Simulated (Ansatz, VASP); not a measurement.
**Two plane-wave programs on Ti**

File POSCAR:

```
Ti
1.0
   -1.6656150000      1.6656150000      1.6410000000
    1.6656150000     -1.6656150000      1.6410000000
    1.6656150000      1.6656150000     -1.6410000000
Ti
1
Direct
    0.0000000000      0.0000000000      0.0000000000
```

Contents of INCAR.step1:

```
  PREC = Accurate
  ENCUT = 520
  ISMEAR = 0
  SIGMA = 0.15
  LREAL = F
  LASPH = T
  NELM = 60
  NBANDS = 12
  GGA = PE
  ALGO = Normal
  EDIFF = 1E-4
  LWAVE = T
  LCHARG = F
```

The input INCAR.step2:

```
  PREC = Accurate
  ENCUT = 520
  EDIFF = 1E-6
  ISMEAR = 0
  SIGMA = 0.15
  LREAL = F
  LASPH = T
  NELM = 60
  ALGO = Normal
  ISIF = 2
  LWAVE = F
  LCHARG = F
  METAGGA = R2SCAN
  LMIXTAU = T
  NBANDS = 12
  ISTART = 1
```

Contents of KPOINTS:

```
Automatic mesh
0
Gamma
  20 20 20
```

Input for Ansatz:

```yaml
crystal:
  lattice:
    - [-1.665615, 1.665615, 1.641]
    - [1.665615, -1.665615, 1.641]
    - [1.665615, 1.665615, -1.641]
  atoms:
    - { symbol: Ti, position: [0.0, 0.0, 0.0] }
basis:
  ecutwfc: 500
kpoints:
  mp_grid: { grid: [20, 20, 20] }
hamiltonian:
  xc: r2scan
scf:
  occupations: { method: gaussian, width: 0.15 }
output:
  forces: true
  stress: true
  eigenvalues: true
```

Change from the starting cell: strain +0.0150 x Voigt [1, 1, 0, 0, 0, 0], atoms carried along.

Alike in both runs: task single point; functional r2SCAN; k mesh 20 × 20 × 20; occupations gaussian, width 0.15 eV; no spin polarisation.

|  | VASP | Ansatz |
| --- | --- | --- |
| version | VASP 6.6.1 | Ansatz 0.2.0 |
| potentials or method | VASP PAW PBE potentials, release 64 (Ti_sv), cutoff 520 eV | scalar-relativistic, plane waves, PAW |
| valence electrons in the cell | 12 | 12 |

|  | VASP | Ansatz | Ansatz less VASP |
| --- | --- | --- | --- |
| gap on the k mesh at the Fermi level (eV) | none | none | - |
| pressure (GPa) | -5.5 | -5.7 | -0.23 |
| traceless stress, the component that is largest in VASP (GPa) | -0.43 | -0.43 | +0.005 |

VASP's potentials were made for PBE, not for r2SCAN. A gap of «none» marks a metal or a gap that the smearing closes. With one functional, cell and mesh, what is left measures potentials, basis and numerics.
